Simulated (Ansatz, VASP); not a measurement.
## RbIr in VASP and in Ansatz

INCAR

```
SYSTEM = RbIr
ALGO     = Normal         ! electronic algorithm
EDIFF    = 1E-7           ! SCF threshold, eV
EDIFFG   = -0.01          ! ionic threshold
ENCUT    = 500            ! plane-wave cutoff, eV
GGA      = PE             ! functional
GGA_COMPAT= .FALSE.      
IBRION   = 2              ! ionic algorithm
ISIF     = 3              ! what is computed and relaxed
ISMEAR   = 0              ! smearing method
LASPH    = .TRUE.         ! aspherical terms in the spheres
LCHARG   = .FALSE.        ! write CHGCAR
LREAL    = .FALSE.        ! projectors in reciprocal space
LWAVE    = .FALSE.        ! write WAVECAR
NELM     = 120            ! most SCF steps
NELMIN   = 4            
NSW      = 100            ! ionic steps
PREC     = Accurate       ! precision mode
SIGMA    = 0.1            ! smearing width, eV
```

Contents of KPOINTS:

```
k-points
0
G
  14 14 14
  0 0 0
```

The input POSCAR:

```
RbIr
1.0
    3.8239699690      0.0000000000      0.0000000000
    0.0000000000      3.8239699690      0.0000000000
    0.0000000000      0.0000000000      3.8239699690
Rb Ir
1 1
Direct
    0.0000000000      0.0000000000      0.0000000000
    0.5000000000      0.5000000000      0.5000000000
```

Input for Ansatz:

```yaml
crystal:
  lattice:
    - [3.823969969, 0.0, 0.0]
    - [0.0, 3.823969969, 0.0]
    - [0.0, 0.0, 3.823969969]
  atoms:
    - { symbol: Rb, position: [0.0, 0.0, 0.0] }
    - { symbol: Ir, position: [0.5, 0.5, 0.5] }
basis:
  ecutwfc: 420
kpoints:
  mp_grid: { grid: [14, 14, 14] }
hamiltonian:
  xc: pbe
scf:
  occupations: { method: gaussian, width: 0.1 }
output:
  forces: true
  stress: true
  eigenvalues: true
relax:
  adjacent_minimum: "off"
  f_tol: 0.01
  max_steps: 80
  cell: { stress_tol: 0.05 }
```

Alike in both runs: task relaxation of cell and atoms; functional PBE; k mesh 14 × 14 × 14; occupations gaussian, width 0.1 eV; no spin polarisation.

|  | VASP | Ansatz |
| --- | --- | --- |
| version | VASP 6.6.1 | Ansatz 0.2.0 |
| potentials or method | VASP PAW PBE potentials, release 64 (Rb_sv, Ir), cutoff 500 eV | scalar-relativistic, plane waves, PAW |
| valence electrons in the cell | 18 | 26 |

|  | VASP | Ansatz | Ansatz less VASP |
| --- | --- | --- | --- |
| gap on the k mesh at the Fermi level, each at its own relaxed structure (eV) | none | none | - |
| relaxed volume (Å³/atom) | 27.56 | 27.42 | -0.143 |
| relaxed cell length with the largest relative difference (Å) | 3.806 | 3.799 | -0.0066 |

A gap of «none» marks a metal or a gap that the smearing closes. VASP's potentials hold 18 valence electrons a cell and Ansatz's 26, so a difference there can come from the potentials and not from the codes.

Neither program's run includes spin-orbit coupling.
